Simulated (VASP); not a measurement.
# Fe3Ge (Pm-3m) in VASP: further runs

Runs on Fe3Ge. Level: PBEsol. Tasks: single point.

Everything below comes from runs of VASP 6.6.1. Logs are shortened: lines on timing, memory, paths and dates and some standing lists are left out, and cuts for length are marked.

## 1. The cell of the first run

The structure is cubic, space group Pm-3m (No. 221). Conventional cell: a = 3.534 Å, b = 3.534 Å, c = 3.534 Å, α = 90.00°, β = 90.00°, γ = 90.00°. Within 3.3 Å of Fe (site symmetry 4/mmm) lie 8 Fe at 2.50 Å and 4 Ge at 2.50 Å. Ge (site symmetry m-3m) has 12 Fe at 2.50 Å within 3.3 Å.

## 2. Single point, PBEsol, collinear spin, ferromagnetic start (volume scaled by 0.9)

File INCAR:

```
SYSTEM = Fe3Ge
PREC = Accurate ; ENCUT = 520
EDIFF = 1E-7 ; ISMEAR = -1
SIGMA = 0.03 ; LREAL = .False.
LASPH = .True. ; NELM = 150
ALGO = Normal ; ISIF = 2
LWAVE = .False. ; LCHARG = .False.
ISPIN = 2 ; MAGMOM = 3 3 3 0
LORBIT = 11 ; LMAXMIX = 4
GGA = PS ; NBANDS = 31
```

File KPOINTS:

```
regular mesh
0
Gamma
  9 9 9
  0 0 0
```

File POSCAR:

```
Fe3Ge
1.0
    3.5341743944      0.0000000000      0.0000000000
    0.0000000000      3.5341743944      0.0000000000
    0.0000000000      0.0000000000      3.5341743944
Fe Ge
3 1
Direct
    0.0000000000      0.5000000000      0.5000000000
    0.5000000000      0.5000000000      0.0000000000
    0.5000000000      0.0000000000      0.5000000000
    0.0000000000      0.0000000000      0.0000000000
```

Potentials or basis: VASP PAW PBE potentials, release 64 (Fe, Ge_d).

Run with:

```bash
cat potpaw_PBE.64/Fe/POTCAR potpaw_PBE.64/Ge_d/POTCAR > POTCAR
mpirun -np 1 vasp_std > vasp.out
```

OUTCAR:

```text
SYSTEM = Fe3Ge
   PREC = Accurate
   ENCUT = 520
   EDIFF = 1E-7
   ISMEAR = -1
   LREAL = .False.
   LASPH = .True.
   NELM = 150
   ISIF = 2
   ISPIN = 2
   LORBIT = 11
   GGA = PS

 ion  position               nearest neighbor table
   1  0.000  0.500  0.500-   2 2.50   3 2.50   4 2.50   2 2.50   4 2.50   3 2.50   4 2.50   4 2.50
                             2 2.50   3 2.50   2 2.50   3 2.50
   2  0.500  0.500  0.000-   1 2.50   3 2.50   4 2.50   1 2.50   3 2.50   3 2.50   4 2.50   3 2.50
                             1 2.50   4 2.50   1 2.50   4 2.50
   3  0.500  0.000  0.500-   1 2.50   2 2.50   4 2.50   2 2.50   4 2.50   1 2.50   2 2.50   2 2.50
                             1 2.50   4 2.50   4 2.50   1 2.50
   4  0.000  0.000  0.000-   1 2.50   2 2.50   3 2.50   1 2.50   3 2.50   1 2.50   2 2.50   1 2.50
                             2 2.50   3 2.50   3 2.50   2 2.50

  LATTYP: Found a simple cubic cell.
 ALAT       =     3.5341743944

  Lattice vectors:

 A1 = (   3.5341743944,   0.0000000000,   0.0000000000)
 A2 = (   0.0000000000,   3.5341743944,   0.0000000000)
 A3 = (   0.0000000000,   0.0000000000,   3.5341743944)

Analysis of symmetry for initial positions (statically):
=====================================================================
 Subroutine PRICEL returns:
 Original cell was already a primitive cell.

 Routine SETGRP: Setting up the symmetry group for a
 simple cubic supercell.

 Subroutine GETGRP returns: Found 48 space group operations
 (whereof 48 operations were pure point group operations)
 out of a pool of 48 trial point group operations.

The static configuration has the point symmetry O_h .

Analysis of symmetry for dynamics (positions and initial velocities):
=====================================================================
 Subroutine PRICEL returns:
 Original cell was already a primitive cell.

 Routine SETGRP: Setting up the symmetry group for a
 simple cubic supercell.

 Subroutine GETGRP returns: Found 48 space group operations
 (whereof 48 operations were pure point group operations)
 out of a pool of 48 trial point group operations.

The dynamic configuration has the point symmetry O_h .

Analysis of structural, dynamic, and magnetic symmetry:
=====================================================================
 Subroutine PRICEL returns:
 Original cell was already a primitive cell.

 Routine SETGRP: Setting up the symmetry group for a
 simple cubic supercell.

 Subroutine GETGRP returns: Found 48 space group operations
 (whereof 48 operations were pure point group operations)
 out of a pool of 48 trial point group operations.

The overall configuration has the point symmetry O_h .

 Subroutine INISYM returns: Found 48 space group operations
 (whereof 48 operations are pure point group operations),
 and found     1 'primitive' translations

----------------------------------------------------------------------------------------

                                     Primitive cell

  volume of cell :      44.1432

  direct lattice vectors                    reciprocal lattice vectors
     3.534174394  0.000000000  0.000000000     0.282951515  0.000000000  0.000000000
     0.000000000  3.534174394  0.000000000     0.000000000  0.282951515  0.000000000
     0.000000000  0.000000000  3.534174394     0.000000000  0.000000000  0.282951515

  length of vectors
     3.534174394  3.534174394  3.534174394     0.282951515  0.282951515  0.282951515

  position of ions in fractional coordinates (direct lattice)
     0.000000000  0.500000000  0.500000000
     0.500000000  0.500000000  0.000000000
     0.500000000  0.000000000  0.500000000
     0.000000000  0.000000000  0.000000000

  ion indices of the primitive-cell ions
   primitive index   ion index
                 1           1
                 2           2
                 3           3
                 4           4

----------------------------------------------------------------------------------------

 KPOINTS: regular mesh

Automatic generation of k-mesh.
 Grid dimensions read from file:
 generate k-points for:    9    9    9

 Generating k-lattice:

  Cartesian coordinates                     Fractional coordinates (reciprocal lattice)
     0.031439057  0.000000000  0.000000000     0.111111111  0.000000000  0.000000000
     0.000000000  0.031439057  0.000000000     0.000000000  0.111111111  0.000000000
     0.000000000  0.000000000  0.031439057     0.000000000  0.000000000  0.111111111

  Length of vectors
     0.031439057  0.031439057  0.031439057

  Shift w.r.t. Gamma in fractional coordinates (k-lattice)
     0.000000000  0.000000000  0.000000000

 Subroutine IBZKPT returns following result:
 ===========================================

 Found     35 irreducible k-points:

 Following reciprocal coordinates:
            Coordinates               Weight
  0.000000  0.000000  0.000000      1.000000
  0.111111  0.000000  0.000000      6.000000
  0.222222  0.000000  0.000000      6.000000
  0.333333  0.000000  0.000000      6.000000
  0.444444  0.000000  0.000000      6.000000
  0.111111  0.111111  0.000000     12.000000
[... 16 lines left out ...]
  0.333333  0.333333  0.111111     24.000000
  0.444444  0.333333  0.111111     48.000000
 [... further k-points ...]
   k-points           NKPTS =     35   k-points in BZ     NKDIM =     35   number of bands    NBANDS=     31
   number of dos      NEDOS =    301   number of ions     NIONS =      4
   total plane-waves  NPLWV =  21952
   dimension x,y,z NGX =    28 NGY =   28 NGZ =   28
   dimension x,y,z NGXF=    56 NGYF=   56 NGZF=   56
   ions per type =               3   1
   NGX,Y,Z   is equivalent  to a cutoff of  13.17, 13.17, 13.17 a.u.
   NGXF,Y,Z  is equivalent  to a cutoff of  26.34, 26.34, 26.34 a.u.
 SYSTEM =  Fe3Ge
   PREC   = accura    normal or accurate (medium, high low for compatibility)
   ISTART =      0    job   : 0-new  1-cont  2-samecut
   ICHARG =      2    charge: 1-file 2-atom 10-const
   ISPIN  =      2    spin polarized calculation?
   LNONCOLLINEAR =      F non collinear calculations
   LSORBIT =      F    spin-orbit coupling
   LASPH  =      T    aspherical Exc in radial PAW
   ENCUT  =  520.0 eV  38.22 Ry    6.18 a.u.   6.57  6.57  6.57*2*pi/ulx,y,z
   NELM   =    150;   NELMIN=  2; NELMDL= -5     # of ELM steps
   EDIFF  = 0.1E-06   stopping-criterion for ELM
   LREAL  =      F    real-space projection
   EDIFFG = 0.1E-05   stopping-criterion for IOM
   NSW    =      0    number of steps for IOM
   IBRION =     -1    ionic relax: 0-MD 1-quasi-New 2-CG
   NFREE  =      0    steps in history (QN), initial steepest desc. (CG)
   ISIF   =      2    stress and relaxation
   ISYM   =      2    0-nonsym 1-usesym 2-fastsym
   POTIM  = 0.5000    time-step for ionic-motion
   TEBEG  =    0.0;   TEEND  =   0.0 temperature during run
   PSTRESS=    0.0 pullay stress
   NELECT =      38.0000    total number of electrons
   NUPDOWN=      -1.0000    fix difference up-down
   EMIN   =  10.00;   EMAX   =-10.00  energy-range for DOS
   EFERMI =   0.00;   METHOD = LEGACY
   ISMEAR =    -1;   SIGMA  =   0.03  broadening in eV -4-tet -1-fermi 0-gaus
   EFERMI_NEDOS =   21; number of points for ismear=-14 and -15
   IALGO  =     38    algorithm
   IMIX   =      4    mixing-type and parameters
     AMIX     =   0.40;   BMIX     =  1.00
     AMIX_MAG =   1.60;   BMIX_MAG =  1.00
  volume/ion in A,a.u.               =      11.04        74.47
  Fermi-wavevector in a.u.,A,eV,Ry     =   1.557333  2.942932 32.998005  2.425285
  Thomas-Fermi vector in A             =   2.660998
   LORBIT       =     11    0 simple, 1 ext, 2 COOP (PROOUT), +10 PAW based schemes
   GGA     = PS    functional components
   LHFCALC =     F    Hartree Fock is set to
   AEXX    =    0.0000 exact exchange contribution
   IVDW    =     0    specifies the selected vdW correction
   LEPSILON=     F    determine dielectric tensor
   LRPA    =     F    only Hartree local field effects (RPA)
 spin polarized calculation
  energy-cutoff  :      520.00
  volume of cell :       44.14
 maximum number of plane-waves:      1213
 NGX is ok and might be reduce to    28
   NGX = 13   NGY = 13   NGZ = 13

 number of electron      37.9999982 magnetization       6.1296841

 Free energy of the ion-electron system (eV)
  ---------------------------------------------------
  ext. energy  EPLUGINS =         0.00000000
  ---------------------------------------------------
  free energy    TOTEN  =       -32.18328712 eV

  energy without entropy =      -32.17398229  energy(sigma->0) =      -32.17863471

 E-fermi :   8.2688     XC(G=0): -13.6877

 val. band max:        8.2604408034   @ k =   0.4444   0.3333   0.1111
 cond. band min:       8.2710134922   @ k =   0.3333   0.3333   0.1111
 fundamental gap:      0.0105726888
 Fermi energy:         8.2688002364

 spin component 1

 k-point     1 :       0.0000    0.0000    0.0000
  band No.  band energies     occupation
      1     -16.4490      1.00000
      2     -16.4490      1.00000
      3     -16.4393      1.00000
      4     -16.4393      1.00000
      5     -16.4393      1.00000
      6      -4.6163      1.00000
[... 805 lines left out ...]
     30      20.0744      0.00000
     31      20.6162      0.00000

 [... further k-points ...]

 spin component 2

 k-point     1 :       0.0000    0.0000    0.0000
  band No.  band energies     occupation
      1     -16.4699      1.00000
      2     -16.4699      1.00000
      3     -16.4568      1.00000
      4     -16.4568      1.00000
      5     -16.4568      1.00000
      6      -4.5118      1.00000
[... 805 lines left out ...]
     30      20.7488      0.00000
     31      20.9481      0.00000

 [... further k-points ...]
[... 5 lines left out ...]
  --------------------------------------------------------------------------------------
  -------------------------------------------------------------------------------------
  Total        2.7002124      2.7002124      2.7002124      0.0000000      0.0000000     -0.0000000
  in kB       98.0041778     98.0041778     98.0041778      0.0000000      0.0000000     -0.0000000
  external PRESSURE =      98.0041778 kB  Pullay stress =       0.0000000 kB

 VOLUME and BASIS-vectors are now :
 -----------------------------------------------------------------------------
  energy-cutoff  :      520.00
  volume of cell :       44.14
      direct lattice vectors                 reciprocal lattice vectors
     3.534174394  0.000000000  0.000000000     0.282951515  0.000000000  0.000000000
     0.000000000  3.534174394  0.000000000     0.000000000  0.282951515  0.000000000
     0.000000000  0.000000000  3.534174394     0.000000000  0.000000000  0.282951515

 POSITION                                       TOTAL-FORCE (eV/Angst)
 -----------------------------------------------------------------------------------
      0.00000      1.76709      1.76709         0.000000      0.000000      0.000000
      1.76709      1.76709      0.00000         0.000000      0.000000      0.000000
      1.76709      0.00000      1.76709         0.000000      0.000000      0.000000
      0.00000      0.00000      0.00000         0.000000      0.000000      0.000000
 -----------------------------------------------------------------------------------
    total drift:                               -0.000000      0.000000      0.000000

  FREE ENERGIE OF THE ION-ELECTRON SYSTEM (eV)
  ---------------------------------------------------
  free  energy   TOTEN  =       -32.1832871221 eV

  energy  without entropy=      -32.1739822890  energy(sigma->0) =      -32.17863471

 total charge

# of ion       s       p       d       tot
------------------------------------------
    1        0.474   0.597   6.372   7.443
    2        0.474   0.597   6.372   7.443
    3        0.474   0.597   6.372   7.443
    4        1.088   1.388  10.149  12.625
--------------------------------------------------
tot          2.510   3.178  29.267  34.955

 magnetization (x)

# of ion       s       p       d       tot
------------------------------------------
    1        0.002   0.000   2.059   2.061
    2        0.002   0.000   2.059   2.061
    3        0.002   0.000   2.059   2.061
    4        0.000  -0.136   0.017  -0.119
--------------------------------------------------
tot          0.007  -0.135   6.193   6.065
```

Run time: 46 s. Hardware: 1 thread of Intel Xeon 6975P-C (Granite Rapids), shared host; peak memory 0.21 GiB.

Results:

- Free energy: -32.1833 eV
- Pressure: 9.8 GPa
- Net moment: 6.13 μB per cell
- Site moments: Fe +2.06; Ge -0.12 μB
- Valence electrons inside the program's atomic spheres: Fe 7.44; Ge 12.62

Levels at points of the mesh, in eV from the Fermi level:
Spin up:
```
           k point  band 19  band 20  band 21  band 22  band 23  band 24  band 25  band 26
(0.00, 0.00, 0.00)    -1.21    -1.21    -0.42    -0.02    -0.02    -0.02     4.09     7.41
```
Spin down:
| k point | band 13 | band 14 | band 15 | band 16 | band 17 | band 18 | band 19 | band 20 |
| --- | --- | --- | --- | --- | --- | --- | --- | --- |
| (0.00, 0.00, 0.00) | -1.10 | -1.10 | -1.10 | 0.11 | 0.11 | 0.11 | 1.37 | 1.37 |

Caveat: the PAW data sets were made with another functional, which shifts forces and pressure a little.

## 3. Single point, PBEsol, collinear spin, ferromagnetic start (volume scaled by 0.95)

File INCAR:

```
SYSTEM = Fe3Ge
  PREC = Accurate
  ENCUT = 520
  EDIFF = 1E-6
  ISMEAR = -1
  SIGMA = 0.03
  LREAL = .False.
  LASPH = .True.
  NELM = 150
  ALGO = Normal
  ISIF = 2
  LWAVE = .False.
  LCHARG = .False.
  ISPIN = 2
  MAGMOM = 3 3 3 0
  LORBIT = 11
  LMAXMIX = 4
  GGA = PS
  NBANDS = 31
```

File KPOINTS:

```
Automatic mesh
0
Gamma
  9 9 9
  0 0 0
```

File POSCAR:

```
Fe3Ge
1.0
    3.5984461503      0.0000000000      0.0000000000
    0.0000000000      3.5984461503      0.0000000000
    0.0000000000      0.0000000000      3.5984461503
Fe Ge
3 1
Direct
    0.0000000000      0.5000000000      0.5000000000
    0.5000000000      0.5000000000      0.0000000000
    0.5000000000      0.0000000000      0.5000000000
    0.0000000000      0.0000000000      0.0000000000
```

Potentials or basis: VASP PAW PBE potentials, release 64 (Fe, Ge_d).

Run with:

```bash
cat potpaw_PBE.64/Fe/POTCAR potpaw_PBE.64/Ge_d/POTCAR > POTCAR
mpirun -np 1 vasp_std > vasp.out
```

OUTCAR:

```text
SYSTEM = Fe3Ge
   PREC = Accurate
   ENCUT = 520
   EDIFF = 1E-6
   ISMEAR = -1
   LREAL = .False.
   LASPH = .True.
   NELM = 150
   ISIF = 2
   ISPIN = 2
   LORBIT = 11
   GGA = PS

 ion  position               nearest neighbor table
   1  0.000  0.500  0.500-   2 2.54   3 2.54   4 2.54   2 2.54   4 2.54   3 2.54   4 2.54   4 2.54
                             2 2.54   3 2.54   2 2.54   3 2.54
   2  0.500  0.500  0.000-   1 2.54   3 2.54   4 2.54   1 2.54   3 2.54   3 2.54   4 2.54   3 2.54
                             1 2.54   4 2.54   1 2.54   4 2.54
   3  0.500  0.000  0.500-   1 2.54   2 2.54   4 2.54   2 2.54   4 2.54   1 2.54   2 2.54   2 2.54
                             1 2.54   4 2.54   4 2.54   1 2.54
   4  0.000  0.000  0.000-   1 2.54   2 2.54   3 2.54   1 2.54   3 2.54   1 2.54   2 2.54   1 2.54
                             2 2.54   3 2.54   3 2.54   2 2.54

  LATTYP: Found a simple cubic cell.
 ALAT       =     3.5984461503

  Lattice vectors:

 A1 = (   3.5984461503,   0.0000000000,   0.0000000000)
 A2 = (   0.0000000000,   3.5984461503,   0.0000000000)
 A3 = (   0.0000000000,   0.0000000000,   3.5984461503)

Analysis of symmetry for initial positions (statically):
=====================================================================
[... 1842 lines left out ...]
  -------------------------------------------------------------------------------------
  Total       -0.7639622     -0.7639622     -0.7639622     -0.0000000     -0.0000000     -0.0000000
  in kB      -26.2686303    -26.2686303    -26.2686303     -0.0000000     -0.0000000     -0.0000000
  external PRESSURE =     -26.2686303 kB  Pullay stress =       0.0000000 kB

 VOLUME and BASIS-vectors are now :
 -----------------------------------------------------------------------------
  energy-cutoff  :      520.00
  volume of cell :       46.60
      direct lattice vectors                 reciprocal lattice vectors
     3.598446150  0.000000000  0.000000000     0.277897725  0.000000000  0.000000000
     0.000000000  3.598446150  0.000000000     0.000000000  0.277897725  0.000000000
     0.000000000  0.000000000  3.598446150     0.000000000  0.000000000  0.277897725

 POSITION                                       TOTAL-FORCE (eV/Angst)
 -----------------------------------------------------------------------------------
      0.00000      1.79922      1.79922         0.000000      0.000000      0.000000
      1.79922      1.79922      0.00000         0.000000      0.000000      0.000000
      1.79922      0.00000      1.79922         0.000000      0.000000      0.000000
      0.00000      0.00000      0.00000         0.000000      0.000000      0.000000
 -----------------------------------------------------------------------------------
    total drift:                               -0.000000      0.000000      0.000000

  FREE ENERGIE OF THE ION-ELECTRON SYSTEM (eV)
  ---------------------------------------------------
  free  energy   TOTEN  =       -32.2336974886 eV

  energy  without entropy=      -32.2243207680  energy(sigma->0) =      -32.22900913

 total charge

# of ion       s       p       d       tot
------------------------------------------
    1        0.450   0.545   6.322   7.318
    2        0.450   0.545   6.322   7.318
    3        0.450   0.545   6.322   7.318
    4        1.084   1.327  10.124  12.536
--------------------------------------------------
tot          2.435   2.962  29.091  34.488

 magnetization (x)

# of ion       s       p       d       tot
------------------------------------------
    1        0.001  -0.006   2.112   2.108
    2        0.001  -0.006   2.112   2.108
    3        0.001  -0.006   2.112   2.108
    4       -0.000  -0.144   0.012  -0.132
--------------------------------------------------
tot          0.002  -0.160   6.349   6.191
```

OSZICAR:

```text
N       E                     dE             d eps       ncg     rms          rms(c)
DAV:   1     0.299847662027E+03    0.29985E+03   -0.16065E+04  4833   0.261E+03
DAV:   2     0.498379847839E+01   -0.29486E+03   -0.27499E+03  4340   0.517E+02
DAV:   3    -0.342909265853E+02   -0.39275E+02   -0.37336E+02  4697   0.150E+02
DAV:   4    -0.357123630258E+02   -0.14214E+01   -0.14191E+01  5019   0.341E+01
DAV:   5    -0.357323125597E+02   -0.19950E-01   -0.19949E-01  4844   0.374E+00    0.216E+01
DAV:   6    -0.336440784019E+02    0.20882E+01   -0.23762E+01  5042   0.682E+01    0.132E+01
DAV:   7    -0.323129973215E+02    0.13311E+01   -0.50762E+00  4913   0.339E+01    0.623E+00
DAV:   8    -0.322736523869E+02    0.39345E-01   -0.19931E-01  4833   0.319E+00    0.260E+00
DAV:   9    -0.322362634828E+02    0.37389E-01   -0.39634E-02  5883   0.225E+00    0.696E-01
DAV:  10    -0.322339815580E+02    0.22819E-02   -0.32921E-03  4797   0.656E-01    0.224E-01
DAV:  11    -0.322336758062E+02    0.30575E-03   -0.50774E-04  5676   0.294E-01    0.102E-01
DAV:  12    -0.322336929075E+02   -0.17101E-04   -0.62969E-05  4731   0.725E-02    0.508E-02
DAV:  13    -0.322336961386E+02   -0.32311E-05   -0.94490E-06  5623   0.404E-02    0.122E-02
DAV:  14    -0.322336976401E+02   -0.15015E-05   -0.24514E-06  4363   0.171E-02    0.399E-03
DAV:  15    -0.322336974886E+02    0.15149E-06   -0.15835E-07  2653   0.363E-03
   1 F= -.32233697E+02 E0= -.32229009E+02  d E =-.937672E-02  mag=     6.2297
```

It took 43 s on 1 thread of Intel Xeon 6975P-C (Granite Rapids), shared host; peak memory 0.22 GiB.

Results:

```
Free energy                                           : -32.2337 eV
Pressure                                              : -2.6 GPa
Net moment                                            : 6.23 μB per cell
Site moments                                          : Fe +2.11; Ge -0.13 μB
Valence electrons inside the program's atomic spheres : Fe 7.32; Ge 12.54
```

Caveat: the PAW data sets were made with another functional, which shifts forces and pressure a little.

(Part 1 of 2 ends here.)
